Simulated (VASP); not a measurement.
A run of VASP 6.6.1 is set up as follows.

The input INCAR:

```
PREC = Accurate
ENCUT = 600
EDIFF = 1E-6
ISMEAR = 0
SIGMA = 0.1
LREAL = F
LASPH = T
NELM = 120
ALGO = Normal
ISIF = 2
LWAVE = F
LCHARG = F
GGA = PS
NBANDS = 14
GGA_COMPAT = F
```

KPOINTS

```
regular mesh
0
Gamma
  27 27 26
```

File POSCAR:

```
Mn
1.0
    2.4514983706      0.0000000000      0.0000000000
   -1.2257491853      2.1230598662      0.0000000000
    0.0000000000      0.0000000000      2.1025066580
Mn
1
Direct
    0.0000000000      0.0000000000      0.0000000000
```

Potentials or basis: VASP PAW PBE potentials, release 64 (Mn_sv).

The run is started by

```console
$ cat potpaw_PBE.64/Mn_sv/POTCAR > POTCAR
$ mpirun -np 1 vasp_std > vasp.out
```

Estimate the pressure.

-3.0 GPa.

Caveat: the PAW data sets were made with another functional, which shifts forces and pressure a little; the run has no spin polarisation, though such a crystal can be magnetic. Spin polarisation is off, so any magnetic state and its effect on volume and gap are missing.
